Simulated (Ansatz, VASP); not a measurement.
One calculation of ZnS, two programs

Contents of INCAR:

```
ALGO = Normal ; EDIFF = 1E-7
ENCUT = 520 ; GGA = CA
ISIF = 2 ; ISMEAR = 0
LASPH = T ; LCHARG = F
LREAL = F ; LWAVE = F
NBANDS = 16 ; NELM = 80
PREC = Accurate ; SIGMA = 0.05
```

The input KPOINTS:

```
k-points
0
Gamma
  10 10 10
```

File POSCAR:

```
ZnS
1.0
    1.4311214184      3.5778035460      3.5778035460
    3.5778035460      1.4311214184      3.5778035460
    3.5778035460      3.5778035460      1.4311214184
Zn S
1 1
Direct
    0.0000000000      0.0000000000      0.0000000000
    0.7500000000      0.7500000000      0.7500000000
```

Input for Ansatz:

```yaml
crystal:
  lattice:
    - [1.4311214184, 3.577803546, 3.577803546]
    - [3.577803546, 1.4311214184, 3.577803546]
    - [3.577803546, 3.577803546, 1.4311214184]
  atoms:
    - { symbol: Zn, position: [0.0, 0.0, 0.0] }
    - { symbol: S, position: [0.75, 0.75, 0.75] }
basis:
  ecutwfc: 420
kpoints:
  mp_grid: { grid: [10, 10, 10] }
hamiltonian:
  xc: lda
scf:
  occupations: { method: gaussian, width: 0.05 }
output:
  forces: true
  stress: true
  eigenvalues: true
```

Alike in both runs: task single point; functional LDA; k mesh 10 × 10 × 10; occupations gaussian, width 0.05 eV; no spin polarisation.

|  | VASP | Ansatz |
| --- | --- | --- |
| version | VASP 6.6.1 | Ansatz 0.2.0 |
| potentials or method | VASP PAW LDA potentials, release 64 (Zn, S), cutoff 520 eV | scalar-relativistic, plane waves, PAW |
| valence electrons in the cell | 18 | 18 |

|  | VASP | Ansatz | Ansatz less VASP |
| --- | --- | --- | --- |
| gap on the k mesh at the Fermi level (eV) | none | none | - |
| pressure (GPa) | 18.0 | 17.7 | -0.26 |
| traceless stress, the component that is largest in VASP (GPa) | -7.93 | -7.90 | +0.025 |
| rms of the force components (eV/Å) | 0.897 | 0.868 | -0.0285 |

LDA's correlation is that of Perdew and Zunger in VASP and of Perdew and Wang (1992) in Ansatz. Atom by atom the forces differ by 0.028 eV/Å (rms over components). A gap of «none» marks a metal or a gap that the smearing closes.
